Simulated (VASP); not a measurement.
# Te2Mo (P-3m1) in VASP: further runs, part 2 of 2

VASP 6.6.1.

### 4 Single point, PBE

This run uses another cell than the first one, of 29.14 Å³/atom, 1.070 times its volume.

INCAR

```
ALGO     = Normal         # electronic algorithm
EDIFF    = 1E-6           # SCF threshold, eV
ENCUT    = 520            # plane-wave cutoff, eV
GGA      = PE             # functional
ISIF     = 2              # what is computed and relaxed
ISMEAR   = 0              # smearing method
LASPH    = True           # aspherical terms in the spheres
LCHARG   = True           # write CHGCAR
LELF     = True           # ELF
LREAL    = False          # projectors in reciprocal space
LVHAR    = True         
LWAVE    = False          # write WAVECAR
NBANDS   = 35             # bands
NELM     = 100            # most SCF steps
PREC     = Accurate       # precision mode
SIGMA    = 0.05           # smearing width, eV
```

KPOINTS

```
k-points
0
Gamma
  9 9 2
```

POSCAR

```
Te2Mo
1.0
   -1.7785332447     -3.0805099428      0.0000000000
    1.7785332447     -3.0805099428      0.0000000000
    0.0000000000      0.0000000000     15.9547171722
Te Mo
4 2
Direct
    0.6666666667      0.6666666667      0.1249318546
    0.3333333333      0.3333333333      0.6014278341
    0.6666666667      0.6666666667      0.3515641248
    0.3333333333      0.3333333333      0.8280601043
    0.6666666667      0.6666666667      0.7147439692
    0.3333333333      0.3333333333      0.2382479897
```

Potentials or basis: VASP PAW PBE potentials, release 64 (Te, Mo_sv).

Launch:

```bash
$ cat potpaw_PBE.64/Te/POTCAR potpaw_PBE.64/Mo_sv/POTCAR > POTCAR
$ mpirun -np 1 vasp_std > vasp.out
```

OUTCAR:

```text
EDIFF = 1E-6
   ENCUT = 520
   GGA = PE
   ISIF = 2
   ISMEAR = 0
   LASPH = True
   LREAL = False
   NELM = 100
   PREC = Accurate

 ion  position               nearest neighbor table
   1  0.667  0.667  0.125-   6 2.74   6 2.74   6 2.74   3 3.62
   2  0.333  0.333  0.601-   5 2.74   5 2.74   5 2.74   4 3.62
   3  0.667  0.667  0.352-   6 2.74   6 2.74   6 2.74   1 3.62
   4  0.333  0.333  0.828-   5 2.74   5 2.74   5 2.74   2 3.62
   5  0.667  0.667  0.715-   2 2.74   4 2.74   2 2.74   4 2.74   2 2.74   4 2.74
   6  0.333  0.333  0.238-   1 2.74   3 2.74   1 2.74   3 2.74   1 2.74   3 2.74

  LATTYP: Found a hexagonal cell.
 ALAT       =     3.5570664894
 C/A-ratio  =     4.4853581511

  Lattice vectors:

 A1 = (  -1.7785332447,   3.0805099428,   0.0000000000)
 A2 = (  -1.7785332447,  -3.0805099428,   0.0000000000)
 A3 = (   0.0000000000,   0.0000000000,  15.9547171722)

Analysis of symmetry for initial positions (statically):
=====================================================================
 Subroutine PRICEL returns:
 Original cell was already a primitive cell.

 Routine SETGRP: Setting up the symmetry group for a
 hexagonal supercell.

 Subroutine GETGRP returns: Found 12 space group operations
 (whereof  6 operations were pure point group operations)
 out of a pool of 24 trial point group operations.

The static configuration has the point symmetry C_3v.
 The point group associated with its full space group is D_3d.

Analysis of symmetry for dynamics (positions and initial velocities):
=====================================================================
 Subroutine PRICEL returns:
 Original cell was already a primitive cell.

 Routine SETGRP: Setting up the symmetry group for a
 hexagonal supercell.

 Subroutine GETGRP returns: Found 12 space group operations
 (whereof  6 operations were pure point group operations)
 out of a pool of 24 trial point group operations.

The dynamic configuration has the point symmetry C_3v.
 The point group associated with its full space group is D_3d.

 Subroutine INISYM returns: Found 12 space group operations
 (whereof  6 operations are pure point group operations),
 and found     1 'primitive' translations

----------------------------------------------------------------------------------------

                                     Primitive cell

  volume of cell :     174.8251

  direct lattice vectors                    reciprocal lattice vectors
    -1.778533245 -3.080509943  0.000000000    -0.281130534 -0.162310789  0.000000000
     1.778533245 -3.080509943  0.000000000     0.281130534 -0.162310789  0.000000000
     0.000000000  0.000000000 15.954717172     0.000000000  0.000000000  0.062677388

  length of vectors
     3.557066489  3.557066489 15.954717172     0.324621578  0.324621578  0.062677388

  position of ions in fractional coordinates (direct lattice)
     0.666666667  0.666666667  0.124931855
     0.333333333  0.333333333  0.601427834
     0.666666667  0.666666667  0.351564125
     0.333333333  0.333333333  0.828060104
     0.666666667  0.666666667  0.714743969
     0.333333333  0.333333333  0.238247990

  ion indices of the primitive-cell ions
[... 31 lines left out ...]

 Found     24 irreducible k-points:

 Following reciprocal coordinates:
            Coordinates               Weight
  0.000000  0.000000  0.000000      1.000000
  0.111111  0.000000  0.000000      6.000000
  0.222222  0.000000  0.000000      6.000000
  0.333333  0.000000  0.000000      6.000000
  0.444444  0.000000  0.000000      6.000000
  0.222222  0.111111  0.000000      6.000000
[... 16 lines left out ...]
 -0.444444  0.222222  0.500000     12.000000
 -0.333333  0.333333  0.500000      2.000000
   k-points           NKPTS =     24   k-points in BZ     NKDIM =     24   number of bands    NBANDS=     35
   number of dos      NEDOS =    301   number of ions     NIONS =      6
   total plane-waves  NPLWV =  94080
   dimension x,y,z NGX =    28 NGY =   28 NGZ =  120
   dimension x,y,z NGXF=    56 NGYF=   56 NGZF=  240
   ions per type =               4   2
   NGX,Y,Z   is equivalent  to a cutoff of  13.09, 13.09, 12.50 a.u.
   NGXF,Y,Z  is equivalent  to a cutoff of  26.17, 26.17, 25.01 a.u.
 SYSTEM =  unknown system
   PREC   = accura    normal or accurate (medium, high low for compatibility)
   ISTART =      0    job   : 0-new  1-cont  2-samecut
   ICHARG =      2    charge: 1-file 2-atom 10-const
   ISPIN  =      1    spin polarized calculation?
   LNONCOLLINEAR =      F non collinear calculations
   LSORBIT =      F    spin-orbit coupling
   LASPH  =      T    aspherical Exc in radial PAW
   ENCUT  =  520.0 eV  38.22 Ry    6.18 a.u.   6.61  6.61 29.67*2*pi/ulx,y,z
   NELM   =    100;   NELMIN=  2; NELMDL= -5     # of ELM steps
   EDIFF  = 0.1E-05   stopping-criterion for ELM
   LREAL  =      F    real-space projection
   EDIFFG = 0.1E-04   stopping-criterion for IOM
   NSW    =      0    number of steps for IOM
   IBRION =     -1    ionic relax: 0-MD 1-quasi-New 2-CG
   NFREE  =      0    steps in history (QN), initial steepest desc. (CG)
   ISIF   =      2    stress and relaxation
   ISYM   =      2    0-nonsym 1-usesym 2-fastsym
   POTIM  = 0.5000    time-step for ionic-motion
   TEBEG  =    0.0;   TEEND  =   0.0 temperature during run
   PSTRESS=    0.0 pullay stress
   NELECT =      52.0000    total number of electrons
   NUPDOWN=      -1.0000    fix difference up-down
   EMIN   =  10.00;   EMAX   =-10.00  energy-range for DOS
   EFERMI =   0.00;   METHOD = LEGACY
   ISMEAR =     0;   SIGMA  =   0.05  broadening in eV -4-tet -1-fermi 0-gaus
   EFERMI_NEDOS =   21; number of points for ismear=-14 and -15
   IALGO  =     38    algorithm
   IMIX   =      4    mixing-type and parameters
     AMIX     =   0.40;   BMIX     =  1.00
     AMIX_MAG =   1.60;   BMIX_MAG =  1.00
  volume/ion in A,a.u.               =      29.14       196.63
  Fermi-wavevector in a.u.,A,eV,Ry     =   1.092802  2.065096 16.248290  1.194216
  Thomas-Fermi vector in A             =   2.229074
   LORBIT       =      0    0 simple, 1 ext, 2 COOP (PROOUT), +10 PAW based schemes
   GGA     = PE    functional components
   LHFCALC =     F    Hartree Fock is set to
   AEXX    =    0.0000 exact exchange contribution
   IVDW    =     0    specifies the selected vdW correction
   LEPSILON=     F    determine dielectric tensor
   LRPA    =     F    only Hartree local field effects (RPA)
 non-spin polarized calculation
 Gauss-broadening in eV      SIGMA  =   0.05
  energy-cutoff  :      520.00
  volume of cell :      174.83
 maximum number of plane-waves:      4775
   NGX = 13   NGY = 13   NGZ = 59

 number of electron      52.0000000 magnetization

 Free energy of the ion-electron system (eV)
  ---------------------------------------------------
  ext. energy  EPLUGINS =         0.00000000
  ---------------------------------------------------
  free energy    TOTEN  =       -36.07176161 eV

  energy without entropy =      -36.07176161  energy(sigma->0) =      -36.07176161

 E-fermi :   6.4254     XC(G=0):  -9.4435

 val. band max:        6.1731120757   @ k =  -0.3333   0.3333   0.0000
 cond. band min:       7.2152859403   @ k =  -0.3333   0.3333   0.0000
 fundamental gap:      1.0421738646
 Fermi energy:         6.4253572181

 k-point     1 :       0.0000    0.0000    0.0000
  band No.  band energies     occupation
      1     -54.5476      2.00000
      2     -54.5476      2.00000
      3     -28.6923      2.00000
      4     -28.6923      2.00000
      5     -28.5902      2.00000
      6     -28.5902      2.00000
[... 901 lines left out ...]
     34      10.0259      0.00000
     35      11.0595      0.00000

------------------------ aborting loop because EDIFF is reached ----------------------------------------

  FORCE on cell =-STRESS in cart. coord.  units (eV):
  Direction    XX          YY          ZZ          XY          YZ          ZX
  --------------------------------------------------------------------------------------
  -------------------------------------------------------------------------------------
  Total       -0.0591325     -0.0591325      0.0353216      0.0000000      0.0000000      0.0000000
  in kB       -0.5419178     -0.5419178      0.3237036      0.0000000      0.0000000      0.0000000
  external PRESSURE =      -0.2533773 kB  Pullay stress =       0.0000000 kB

 VOLUME and BASIS-vectors are now :
 -----------------------------------------------------------------------------
  energy-cutoff  :      520.00
  volume of cell :      174.83
      direct lattice vectors                 reciprocal lattice vectors
    -1.778533245 -3.080509943  0.000000000    -0.281130534 -0.162310789  0.000000000
     1.778533245 -3.080509943  0.000000000     0.281130534 -0.162310789  0.000000000
     0.000000000  0.000000000 15.954717172     0.000000000  0.000000000  0.062677388

 POSITION                                       TOTAL-FORCE (eV/Angst)
 -----------------------------------------------------------------------------------
      0.00000     -4.10735      1.99325        -0.000000      0.000000     -0.009626
      0.00000     -2.05367      9.59561        -0.000000      0.000000     -0.012239
      0.00000     -4.10735      5.60911        -0.000000      0.000000      0.012239
      0.00000     -2.05367     13.21146        -0.000000      0.000000      0.009626
      0.00000     -4.10735     11.40354         0.000000     -0.000000      0.011808
      0.00000     -2.05367      3.80118        -0.000000     -0.000000     -0.011808
 -----------------------------------------------------------------------------------
    total drift:                               -0.000000      0.000000     -0.000005

  FREE ENERGIE OF THE ION-ELECTRON SYSTEM (eV)
  ---------------------------------------------------
  free  energy   TOTEN  =       -36.0717616098 eV

  energy  without entropy=      -36.0717616098  energy(sigma->0) =      -36.07176161
```

Run time: 100 s. Hardware: 1 thread of Intel Xeon 6975P-C (Granite Rapids), shared host; peak memory 0.35 GiB.

What came out:

| Quantity | Value |
| --- | --- |
| Free energy | -36.0718 eV |
| Pressure | 0.0 GPa |
| Largest force | 0.012 eV/Å |
| Band gap on the k mesh | 1.04 eV, direct |

Forces on the atoms (eV/Å):
```
Te   0.000  0.000 -0.010
Te   0.000  0.000 -0.012
Te   0.000  0.000  0.012
Te   0.000  0.000  0.010
Mo   0.000  0.000  0.012
Mo   0.000  0.000 -0.012
```

Levels at points of the mesh, in eV from the valence-band top:
| k point | band 23 | band 24 | band 25 | band 26 | band 27 | band 28 | band 29 | band 30 |
| --- | --- | --- | --- | --- | --- | --- | --- | --- |
| (0.00, 0.00, 0.00) | -0.90 | -0.90 | -0.69 | -0.17 | 2.99 | 2.99 | 3.02 | 3.02 |
| (0.00, 0.00, 0.50) | -0.90 | -0.90 | -0.43 | -0.23 | 3.00 | 3.00 | 3.02 | 3.02 |

Caveat: spin-orbit coupling is left out, which moves the levels of the heavy elements; this functional lacks dispersion, which binds the layers, so the pressure and a relaxed spacing across them are unreliable.

### 5 Single point, PBE

This run uses another cell than the first one, of 29.59 Å³/atom, 1.087 times its volume.

INCAR

```
PREC = Accurate ; ENCUT = 520
EDIFF = 1E-6 ; ISMEAR = 0
SIGMA = 0.05 ; LREAL = False
LASPH = True ; NELM = 60
ALGO = Normal ; ISIF = 2
LWAVE = False ; LCHARG = False
GGA = PE ; NBANDS = 35
```

KPOINTS

```
Automatic mesh
0
Gamma
  9 9 2
```

POSCAR

```
Te2Mo
1.0
   -1.7785332447     -3.0805099428      0.0000000000
    1.7785332447     -3.0805099428      0.0000000000
    0.0000000000      0.0000000000     16.2047171722
Te Mo
4 2
Direct
    0.6666666667      0.6666666667      0.1230044552
    0.3333333333      0.3333333333      0.5921492421
    0.6666666667      0.6666666667      0.3461403318
    0.3333333333      0.3333333333      0.8152851188
    0.6666666667      0.6666666667      0.7037171805
    0.3333333333      0.3333333333      0.2345723935
```

Launch:

```bash
$ cat potpaw_PBE.64/Te/POTCAR potpaw_PBE.64/Mo_sv/POTCAR > POTCAR
$ mpirun -np 1 vasp_std > vasp.out
```

Wall time 99 s (1 thread of Intel Xeon 6975P-C (Granite Rapids), shared host); peak memory 0.37 GiB.

Results (log left out):

- Free energy: -36.0703 eV
- Pressure: 0.0 GPa
- Largest force: 0.013 eV/Å
- Band gap on the k mesh: 1.04 eV, direct

Forces on the atoms (eV/Å):
```
Te   0.000  0.000 -0.009
Te   0.000  0.000 -0.013
Te   0.000  0.000  0.013
Te   0.000  0.000  0.009
Mo   0.000  0.000  0.013
Mo   0.000  0.000 -0.013
```

Stress tensor (GPa, compression positive):
```
-0.06  0.00  0.00
 0.00 -0.06  0.00
 0.00  0.00  0.03
```

Levels at points of the mesh, in eV from the valence-band top:
```
           k point  band 22  band 23  band 24  band 25  band 26  band 27  band 28  band 29  band 30  band 31
(0.00, 0.00, 0.00)    -0.91    -0.90    -0.90    -0.67    -0.18     3.00     3.00     3.02     3.02     3.26
(0.00, 0.00, 0.50)    -0.90    -0.90    -0.90    -0.46    -0.23     3.00     3.00     3.02     3.02     3.27
```

Caveat: spin-orbit coupling is left out, which moves the levels of the heavy elements; this functional lacks dispersion, which binds the layers, so the pressure and a relaxed spacing across them are unreliable. A k mesh can miss the band edges.

### 6 Single point, PBE

This run uses another cell than the first one, of 30.51 Å³/atom, 1.121 times its volume.

INCAR

```
SYSTEM = Te2Mo
ALGO     = Normal         ! electronic algorithm
EDIFF    = 1E-6           ! SCF threshold, eV
ENCUT    = 520            ! plane-wave cutoff, eV
GGA      = PE             ! functional
ISIF     = 2              ! what is computed and relaxed
ISMEAR   = 0              ! smearing method
LASPH    = .True.         ! aspherical terms in the spheres
LCHARG   = .True.         ! write CHGCAR
LELF     = .True.         ! ELF
LREAL    = .False.        ! projectors in reciprocal space
LVHAR    = .True.       
LWAVE    = .False.        ! write WAVECAR
NBANDS   = 35             ! bands
NELM     = 80             ! most SCF steps
PREC     = Accurate       ! precision mode
SIGMA    = 0.05           ! smearing width, eV
```

KPOINTS

```
k-points
0
Gamma
  9 9 2
  0 0 0
```

POSCAR

```
Te2Mo
1.0
   -1.7785332447     -3.0805099428      0.0000000000
    1.7785332447     -3.0805099428      0.0000000000
    0.0000000000      0.0000000000     16.7047171722
Te Mo
4 2
Direct
    0.6666666667      0.6666666667      0.1193227270
    0.3333333333      0.3333333333      0.5744252293
    0.6666666667      0.6666666667      0.3357797754
    0.3333333333      0.3333333333      0.7908822777
    0.6666666667      0.6666666667      0.6826537535
    0.3333333333      0.3333333333      0.2275512512
```

Potentials or basis: VASP PAW PBE potentials, release 64 (Te, Mo_sv).

Launch:

```bash
$ cat potpaw_PBE.64/Te/POTCAR potpaw_PBE.64/Mo_sv/POTCAR > POTCAR
$ mpirun -np 1 vasp_std > vasp.out
```

Run time: 1.7 min. Hardware: 1 thread of Intel Xeon 6975P-C (Granite Rapids), shared host; peak memory 0.37 GiB.

It converged, with:

```yaml
Free_energy: -36.0680 eV
Pressure: 0.0 GPa
Largest_force: 0.014 eV/Å
Band_gap_on_the_k_mesh: 1.05 eV, direct
```

Forces on the atoms (eV/Å):
```
Te   0.000  0.000 -0.006
Te   0.000  0.000 -0.013
Te   0.000  0.000  0.013
Te   0.000  0.000  0.006
Mo   0.000  0.000  0.014
Mo   0.000  0.000 -0.014
```

Stress tensor (GPa, compression positive):
```
-0.06  0.00  0.00
 0.00 -0.06  0.00
 0.00  0.00  0.03
```

Levels at points of the mesh, in eV from the valence-band top:
```
           k point  band 22  band 23  band 24  band 25  band 26  band 27  band 28  band 29  band 30  band 31
(0.00, 0.00, 0.00)    -0.90    -0.90    -0.90    -0.64    -0.18     3.00     3.00     3.02     3.02     3.27
(0.00, 0.00, 0.50)    -0.90    -0.90    -0.90    -0.51    -0.22     3.00     3.00     3.02     3.02     3.27
```

Caveat: spin-orbit coupling is left out, which moves the levels of the heavy elements; this functional lacks dispersion, which binds the layers, so the pressure and a relaxed spacing across them are unreliable. A k mesh can miss the band edges.

### 7 Summary

```tsv
cell	gap on the mesh (eV)	pressure (GPa)	largest force (eV/Å)
a = 3.557, b = 3.557, c = 14.905 Å, angles 90.0, 90.0, 60.0°, 6 atoms	0.99	0.1	0.01
a = 3.557, b = 3.557, c = 15.705 Å, angles 90.0, 90.0, 60.0°, 6 atoms	1.04	0.0	0.01
a = 3.557, b = 3.557, c = 15.955 Å, angles 90.0, 90.0, 60.0°, 6 atoms	1.04	0.0	0.01
a = 3.557, b = 3.557, c = 16.205 Å, angles 90.0, 90.0, 60.0°, 6 atoms	1.04	0.0	0.01
a = 3.557, b = 3.557, c = 16.705 Å, angles 90.0, 90.0, 60.0°, 6 atoms	1.05	0.0	0.01
```

Alike in all rows: task single point; level PBE; potentials or basis VASP PAW PBE potentials, release 64 (Te, Mo_sv); no spin polarisation; k mesh 9 × 9 × 2; cutoff (eV) 520; smearing gaussian 0.05 eV.

Caveats: spin-orbit coupling is left out, which moves the levels of the heavy elements; this functional lacks dispersion, which binds the layers, so the pressure and a relaxed spacing across them are unreliable.

Total energies depend on the potentials used, so only differences within one code and one set of settings carry meaning.
